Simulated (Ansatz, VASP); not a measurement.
One calculation of Al2Cu, two programs

File INCAR:

```
PREC = Accurate ; ENCUT = 520
EDIFF = 1E-6 ; ISMEAR = 0
SIGMA = 0.15 ; LREAL = F
LASPH = T ; NELM = 60
ALGO = Fast ; ISIF = 2
LWAVE = F ; LCHARG = F
GGA = PS ; NBANDS = 26
```

File KPOINTS:

```
regular mesh
0
Gamma
  10 10 10
```

The input POSCAR:

```
Al2Cu
1.0
   -2.9366000000      2.9366000000      2.4862000000
    2.9366000000     -2.9366000000      2.4862000000
    2.9366000000      2.9366000000     -2.4862000000
Al Cu
4 2
Direct
    0.1593210787      0.6593210787      0.8186421574
    0.6593210787      0.8406789213      0.5000000000
    0.8406789213      0.3406789213      0.1813578426
    0.3406789213      0.1593210787      0.5000000000
    0.7500000000      0.7500000000      0.0000000000
    0.2500000000      0.2500000000      0.0000000000
```

Input for Ansatz:

```yaml
crystal:
  lattice:
    - [-2.9366, 2.9366, 2.4862]
    - [2.9366, -2.9366, 2.4862]
    - [2.9366, 2.9366, -2.4862]
  atoms:
    - { symbol: Al, position: [0.1593210787, 0.6593210787, 0.8186421574] }
    - { symbol: Al, position: [0.6593210787, 0.8406789213, 0.5] }
    - { symbol: Al, position: [0.8406789213, 0.3406789213, 0.1813578426] }
    - { symbol: Al, position: [0.3406789213, 0.1593210787, 0.5] }
    - { symbol: Cu, position: [0.75, 0.75, 0.0] }
    - { symbol: Cu, position: [0.25, 0.25, 0.0] }
basis:
  ecutwfc: 520.0
kpoints:
  mp_grid: { grid: [10, 10, 10] }
hamiltonian:
  xc: pbesol
  pseudopotentials: { kind: paw, azcp: { folder: soft_1 } }
scf:
  occupations: { method: gaussian, width: 0.15 }
output:
  forces: true
  stress: true
  eigenvalues: true
```

Alike in both runs: task single point; functional PBEsol; k mesh 10 × 10 × 10; occupations gaussian, width 0.15 eV; no spin polarisation.

|  | VASP | Ansatz |
| --- | --- | --- |
| version | VASP 6.6.1 | Ansatz 0.2.0 |
| potentials or method | VASP PAW PBE potentials, release 64 (Al, Cu), cutoff 520 eV | scalar-relativistic, plane waves, PAW |
| valence electrons in the cell | 34 | 50 |

|  | VASP | Ansatz | Ansatz less VASP |
| --- | --- | --- | --- |
| gap on the k mesh at the Fermi level (eV) | none | none | - |
| pressure (GPa) | 1.6 | 1.5 | -0.16 |
| traceless stress, the component that is largest in VASP (GPa) | -4.49 | -4.54 | -0.052 |
| rms of the force components (eV/Å) | 0.069 | 0.070 | +0.0007 |

VASP's potentials were made for PBE, not for PBEsol, and Ansatz warns of the same on its side. Atom by atom the forces differ by 0.001 eV/Å (rms over components). A gap of «none» marks a metal or a gap that the smearing closes. With one functional, cell and mesh, what is left measures potentials, basis and numerics. VASP's potentials hold 34 valence electrons a cell and Ansatz's 50, so a difference there can come from the potentials and not from the codes.
